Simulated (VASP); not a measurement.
Crystal: Pt.

```
Pt
1.0
     2.77000    0.00000    0.00000
    -1.38500    2.39889    0.00000
     0.00000    0.00000    4.52341
Pt
2
Direct
  0.33333 0.66667 0.25000
  0.66667 0.33333 0.75000
```

This isn't the form of Pt at room conditions, which is fcc.

```yaml
Program: VASP 6.6.1
Task: relaxation of cell and atoms
Functional: LDA
Potentials_or_basis: VASP PAW LDA potentials, release 64 (Pt)
Cutoff: 600 eV
k_mesh: 17 × 17 × 9
Occupations: fermi-dirac, width 0.05 eV
Spin: no spin polarisation
```

At the start: pressure -2.8 GPa; volume 15.03 Å³/atom.

Question: How do energy, volume and symmetry change on relaxing?

Answer: Over 7 steps the energy falls by 18.7 meV/atom and the volume is 14.89 Å³/atom (-0.9 %); space group P6_3/mmc (No. 194, to 0.1 Å) before and after.

Step by step:
```
step  energy change (eV)  largest force (eV/Å)  pressure (GPa)  volume (Å³)
   1              0.0000                0.0000           -2.79        30.06
   2             -0.0117                0.0000            9.51        28.92
   3             -0.0231                0.0000            4.19        29.36
   4             -0.0359                0.0000            0.66        29.74
   5             -0.0369                0.0000            1.29        29.67
   6             -0.0368                0.0000           -1.25        29.90
   7             -0.0375                0.0000            0.06        29.78
```

Final structure:
```cif
data_structure
_symmetry_space_group_name_H-M 'P 1'
_symmetry_Int_Tables_number 1
_cell_length_a 2.7147
_cell_length_b 2.7147
_cell_length_c 4.6660
_cell_angle_alpha 90.000
_cell_angle_beta 90.000
_cell_angle_gamma 120.000
_cell_volume 29.78
loop_
_atom_site_label
_atom_site_type_symbol
_atom_site_fract_x
_atom_site_fract_y
_atom_site_fract_z
_atom_site_occupancy
Pt1 Pt 0.33333 0.66667 0.25000 1
Pt2 Pt 0.66667 0.33333 0.75000 1
```
